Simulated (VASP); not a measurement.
# InP (Fmmm) in VASP: further runs, part 2 of 2

VASP 6.6.1. Earlier steps stand in the parts before.

## (3) Single point, PBE

The input, INCAR:

```
SYSTEM = InP
PREC     = Accurate       ! precision mode
ENCUT    = 520            ! plane-wave cutoff, eV
EDIFF    = 1E-6           ! SCF threshold, eV
ISMEAR   = 0              ! smearing method
SIGMA    = 0.15           ! smearing width, eV
LREAL    = .FALSE.        ! projectors in reciprocal space
LASPH    = .TRUE.         ! aspherical terms in the spheres
NELM     = 60             ! most SCF steps
ALGO     = Normal         ! electronic algorithm
ISIF     = 2              ! what is computed and relaxed
LWAVE    = .FALSE.        ! write WAVECAR
LCHARG   = .FALSE.        ! write CHGCAR
GGA      = PE             ! functional
NBANDS   = 16             ! bands
```

The input, KPOINTS:

```
regular mesh
0
G
  18 18 18
  0 0 0
```

The input, POSCAR:

```
InP
1.0
    0.0000000000      2.8625452644      2.8070035481
    2.6409324313      0.0000000000      2.8070035481
    2.6409324313      2.8625452644      0.0000000000
In P
1 1
Direct
    0.0000000000      0.0000000000      0.0000000000
    0.5000000000      0.5000000000      0.5000000000
```

Potentials or basis: VASP PAW PBE potentials, release 64 (In_d, P).

Run with:

```sh
$ cat potpaw_PBE.64/In_d/POTCAR potpaw_PBE.64/P/POTCAR > POTCAR
$ mpirun -np 1 vasp_std > vasp.out
```

OUTCAR:

```text
SYSTEM = InP
   PREC = Accurate
   ENCUT = 520
   EDIFF = 1E-6
   ISMEAR = 0
   LREAL = .FALSE.
   LASPH = .TRUE.
   NELM = 60
   ISIF = 2
   GGA = PE

 ion  position               nearest neighbor table
   1  0.000  0.000  0.000-   2 2.64   2 2.64   2 2.81   2 2.81   2 2.86   2 2.86
   2  0.500  0.500  0.500-   1 2.64   1 2.64   1 2.81   1 2.81   1 2.86   1 2.86

  LATTYP: Found a face centered orthorhombic cell.
 ALAT       =     5.2818648626
 B/A-ratio  =     1.0628835160
 C/A-ratio  =     1.0839146169

  Lattice vectors:

 A1 = (   0.0000000000,   2.8625452644,  -2.8070035481)
 A2 = (   2.6409324313,   2.8625452644,   0.0000000000)
 A3 = (   2.6409324313,   0.0000000000,  -2.8070035481)

Analysis of symmetry for initial positions (statically):
=====================================================================
 Subroutine PRICEL returns:
 Original cell was already a primitive cell.

 Routine SETGRP: Setting up the symmetry group for a
 face centered orthorhombic supercell.

 Subroutine GETGRP returns: Found  8 space group operations
 (whereof  8 operations were pure point group operations)
 out of a pool of  8 trial point group operations.

The static configuration has the point symmetry D_2h.

Analysis of symmetry for dynamics (positions and initial velocities):
=====================================================================
 Subroutine PRICEL returns:
 Original cell was already a primitive cell.

 Routine SETGRP: Setting up the symmetry group for a
 face centered orthorhombic supercell.

 Subroutine GETGRP returns: Found  8 space group operations
 (whereof  8 operations were pure point group operations)
 out of a pool of  8 trial point group operations.

The dynamic configuration has the point symmetry D_2h.

 Subroutine INISYM returns: Found  8 space group operations
 (whereof  8 operations are pure point group operations),
 and found     1 'primitive' translations

----------------------------------------------------------------------------------------

                                     Primitive cell

  volume of cell :      42.4407

  direct lattice vectors                    reciprocal lattice vectors
     0.000000000  2.862545264  2.807003548    -0.189327070  0.174669727  0.178125888
     2.640932431  0.000000000  2.807003548     0.189327070 -0.174669727  0.178125888
     2.640932431  2.862545264  0.000000000     0.189327070  0.174669727 -0.178125888

  length of vectors
     4.009168780  3.854061887  3.894700181     0.313182192  0.313182192  0.313182192

  position of ions in fractional coordinates (direct lattice)
     0.000000000  0.000000000  0.000000000
     0.500000000  0.500000000  0.500000000

  ion indices of the primitive-cell ions
   primitive index   ion index
                 1           1
                 2           2

----------------------------------------------------------------------------------------

 KPOINTS: regular mesh

Automatic generation of k-mesh.
 Grid dimensions read from file:
 generate k-points for:   18   18   18

 Generating k-lattice:

  Cartesian coordinates                     Fractional coordinates (reciprocal lattice)
    -0.010518171  0.009703874  0.009895883     0.055555556  0.000000000 -0.000000000
     0.010518171 -0.009703874  0.009895883     0.000000000  0.055555556  0.000000000
     0.010518171  0.009703874 -0.009895883    -0.000000000  0.000000000  0.055555556

  Length of vectors
     0.017399011  0.017399011  0.017399011

  Shift w.r.t. Gamma in fractional coordinates (k-lattice)
     0.000000000  0.000000000  0.000000000

 Subroutine IBZKPT returns following result:
 ===========================================

 Found    865 irreducible k-points:

 Following reciprocal coordinates:
            Coordinates               Weight
  0.000000  0.000000  0.000000      1.000000
  0.055556  0.000000 -0.000000      8.000000
  0.111111  0.000000 -0.000000      8.000000
  0.166667  0.000000  0.000000      8.000000
  0.222222  0.000000 -0.000000      8.000000
  0.277778  0.000000  0.000000      8.000000
[... 16 lines left out ...]
 -0.277778  0.055556  0.000000      8.000000
 -0.222222  0.055556  0.000000      8.000000
 [... further k-points ...]
   k-points           NKPTS =    865   k-points in BZ     NKDIM =    865   number of bands    NBANDS=     16
   number of dos      NEDOS =    301   number of ions     NIONS =      2
   total plane-waves  NPLWV =  27000
   dimension x,y,z NGX =    30 NGY =   30 NGZ =   30
   dimension x,y,z NGXF=    60 NGYF=   60 NGZF=   60
   ions per type =               1   1
   NGX,Y,Z   is equivalent  to a cutoff of  12.44, 12.94, 12.81 a.u.
   NGXF,Y,Z  is equivalent  to a cutoff of  24.88, 25.88, 25.61 a.u.
 SYSTEM =  InP
   PREC   = accura    normal or accurate (medium, high low for compatibility)
   ISTART =      0    job   : 0-new  1-cont  2-samecut
   ICHARG =      2    charge: 1-file 2-atom 10-const
   ISPIN  =      1    spin polarized calculation?
   LNONCOLLINEAR =      F non collinear calculations
   LSORBIT =      F    spin-orbit coupling
   LASPH  =      T    aspherical Exc in radial PAW
   ENCUT  =  520.0 eV  38.22 Ry    6.18 a.u.   7.45  7.17  7.24*2*pi/ulx,y,z
   NELM   =     60;   NELMIN=  2; NELMDL= -5     # of ELM steps
   EDIFF  = 0.1E-05   stopping-criterion for ELM
   LREAL  =      F    real-space projection
   EDIFFG = 0.1E-04   stopping-criterion for IOM
   NSW    =      0    number of steps for IOM
   IBRION =     -1    ionic relax: 0-MD 1-quasi-New 2-CG
   NFREE  =      0    steps in history (QN), initial steepest desc. (CG)
   ISIF   =      2    stress and relaxation
   ISYM   =      2    0-nonsym 1-usesym 2-fastsym
   POTIM  = 0.5000    time-step for ionic-motion
   TEBEG  =    0.0;   TEEND  =   0.0 temperature during run
   PSTRESS=    0.0 pullay stress
   NELECT =      18.0000    total number of electrons
   NUPDOWN=      -1.0000    fix difference up-down
   EMIN   =  10.00;   EMAX   =-10.00  energy-range for DOS
   EFERMI =   0.00;   METHOD = LEGACY
   ISMEAR =     0;   SIGMA  =   0.15  broadening in eV -4-tet -1-fermi 0-gaus
   EFERMI_NEDOS =   21; number of points for ismear=-14 and -15
   IALGO  =     38    algorithm
   IMIX   =      4    mixing-type and parameters
     AMIX     =   0.40;   BMIX     =  1.00
     AMIX_MAG =   1.60;   BMIX_MAG =  1.00
  volume/ion in A,a.u.               =      21.22       143.20
  Fermi-wavevector in a.u.,A,eV,Ry     =   1.229999  2.324361 20.584224  1.512898
  Thomas-Fermi vector in A             =   2.364865
   LORBIT       =      0    0 simple, 1 ext, 2 COOP (PROOUT), +10 PAW based schemes
   GGA     = PE    functional components
   LHFCALC =     F    Hartree Fock is set to
   AEXX    =    0.0000 exact exchange contribution
   IVDW    =     0    specifies the selected vdW correction
   LEPSILON=     F    determine dielectric tensor
   LRPA    =     F    only Hartree local field effects (RPA)
 non-spin polarized calculation
 Gauss-broadening in eV      SIGMA  =   0.15
  energy-cutoff  :      520.00
  volume of cell :       42.44
 maximum number of plane-waves:      1166
 NGX is ok and might be reduce to    30
   NGX = 15   NGY = 15   NGZ = 15

 number of electron      18.0000007 magnetization

 Free energy of the ion-electron system (eV)
  ---------------------------------------------------
  ext. energy  EPLUGINS =         0.00000000
  ---------------------------------------------------
  free energy    TOTEN  =        -7.86685395 eV

  energy without entropy =       -7.85311509  energy(sigma->0) =       -7.85998452

 E-fermi :   7.0442     XC(G=0): -10.3913

 val. band max:        7.0396834219   @ k =  -0.3889   0.0556   0.1111
 cond. band min:       7.0451798957   @ k =   0.1111   0.3889   0.0556
 fundamental gap:      0.0054964738
 Fermi energy:         7.0441921186

 k-point     1 :       0.0000    0.0000    0.0000
  band No.  band energies     occupation
      1      -7.2332      2.00000
      2      -7.1909      2.00000
      3      -7.1884      2.00000
      4      -7.1808      2.00000
      5      -7.1490      2.00000
      6      -4.9702      2.00000
[... 8 lines left out ...]
     15      15.0960      0.00000
     16      16.3083      0.00000
[... 419 lines left out ...]
 k-point    24 :      -0.2222    0.0556    0.0000
  band No.  band energies     occupation
      1      -7.2544      2.00000
      2      -7.2144      2.00000
      3      -7.1782      2.00000
      4      -7.1370      2.00000
      5      -7.1299      2.00000
      6      -4.2442      2.00000
[... 8 lines left out ...]
     15      15.6600      0.00000
     16      16.4890      0.00000

 [... further k-points ...]

------------------------ aborting loop because EDIFF is reached ----------------------------------------

  FORCE on cell =-STRESS in cart. coord.  units (eV):
  Direction    XX          YY          ZZ          XY          YZ          ZX
  --------------------------------------------------------------------------------------
  -------------------------------------------------------------------------------------
  Total        1.7580051     -0.7239955     -0.3405696      0.0000000      0.0000000      0.0000000
  in kB       66.3663749    -27.3315224    -12.8568279      0.0000000      0.0000000      0.0000000
  external PRESSURE =       8.7260082 kB  Pullay stress =       0.0000000 kB

 VOLUME and BASIS-vectors are now :
 -----------------------------------------------------------------------------
  energy-cutoff  :      520.00
  volume of cell :       42.44
      direct lattice vectors                 reciprocal lattice vectors
     0.000000000  2.862545264  2.807003548    -0.189327070  0.174669727  0.178125888
     2.640932431  0.000000000  2.807003548     0.189327070 -0.174669727  0.178125888
     2.640932431  2.862545264  0.000000000     0.189327070  0.174669727 -0.178125888

 POSITION                                       TOTAL-FORCE (eV/Angst)
 -----------------------------------------------------------------------------------
      0.00000      0.00000      0.00000         0.000000     -0.000000      0.000000
      2.64093      2.86255      2.80700         0.000000      0.000000      0.000000
 -----------------------------------------------------------------------------------
    total drift:                               -0.000000      0.000000      0.000000

  FREE ENERGIE OF THE ION-ELECTRON SYSTEM (eV)
  ---------------------------------------------------
  free  energy   TOTEN  =        -7.8668539510 eV

  energy  without entropy=       -7.8531150917  energy(sigma->0) =       -7.85998452
```

It took 7.4 min on 1 thread of Intel Xeon 6975P-C, shared host; peak memory 0.65 GiB.

Results:

* Free energy: -7.8669 eV
* Pressure: 0.9 GPa
* Band gap on the k mesh: zero (band 9 reaches 7.38 eV, above the bottom of band 10 at 4.61 eV)

Stress tensor (GPa, compression positive):
```
 6.64  0.00  0.00
 0.00 -2.73  0.00
 0.00  0.00 -1.29
```

Levels at points of the mesh, in eV from the Fermi level:
```tsv
k point	band 6	band 7	band 8	band 9	band 10	band 11	band 12	band 13
(0.00, 0.00, 0.00)	-12.01	-0.76	-0.15	0.00	0.57	6.90	7.04	7.46
(0.50, 0.00, 0.00)	-9.97	-6.66	-0.03	0.27	2.32	3.13	3.91	5.33
(0.50, 0.50, 0.00)	-8.97	-4.96	-2.74	-2.33	-1.80	3.94	8.75	10.00
(0.50, 0.00, 0.50)	-9.16	-4.95	-2.56	-2.12	-1.84	4.02	9.14	9.83
(0.00, 0.50, 0.50)	-8.43	-4.96	-2.90	-2.66	-2.43	3.64	9.36	9.93
```

Caveat: the cell differs from its parent crystal (strain +e along x and -e along y -0.0400, strain +e along z and -e/2 along x and y +0.0133); spin-orbit coupling is left out, which moves the levels of the heavy elements.
